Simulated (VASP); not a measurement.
Lu, 1 atom in the cell. The structure is cubic, space group Im-3m (No. 229). Conventional cell: a = 3.277 Å, b = 3.277 Å, c = 3.277 Å, α = 90.00°, β = 90.00°, γ = 90.00°. Within 3.7 Å of Lu (site symmetry m-3m) lie 14 Lu at 2.84 to 3.28 Å. 

| Quantity | Value |
| --- | --- |
| Program | VASP 6.6.1 |
| Task | single point |
| Functional | PBE |
| Potentials or basis | VASP PAW PBE potentials, release 64 (Lu) |
| Cutoff | 520 eV |
| k mesh | 16 × 16 × 16 |
| Occupations | fermi-dirac, width 0.08 eV |
| Spin | no spin polarisation |
| Dipole correction | no |
| Further INCAR settings | ALGO = Normal; EDIFF = 1e-07; NBANDS = 18 |

Potentials or basis: VASP PAW PBE potentials, release 64 (Lu).

The run is started by

```bash
$ cat potpaw_PBE.64/Lu/POTCAR > POTCAR
$ mpirun -np 1 vasp_std > vasp.out
```

Hardware: 1 thread of Intel(R) Xeon(R) Platinum 8259CL CPU @ 2.50GHz (Skylake/Cascade Lake), with other jobs on the host.

Question: How long does it take, and how much memory?

Answer: It took 37 s on 1 thread of Intel(R) Xeon(R) Platinum 8259CL CPU @ 2.50GHz (Skylake/Cascade Lake), with other jobs on the host, peak memory 0.19 GiB. Counts: scf iterations 14, k points 145.
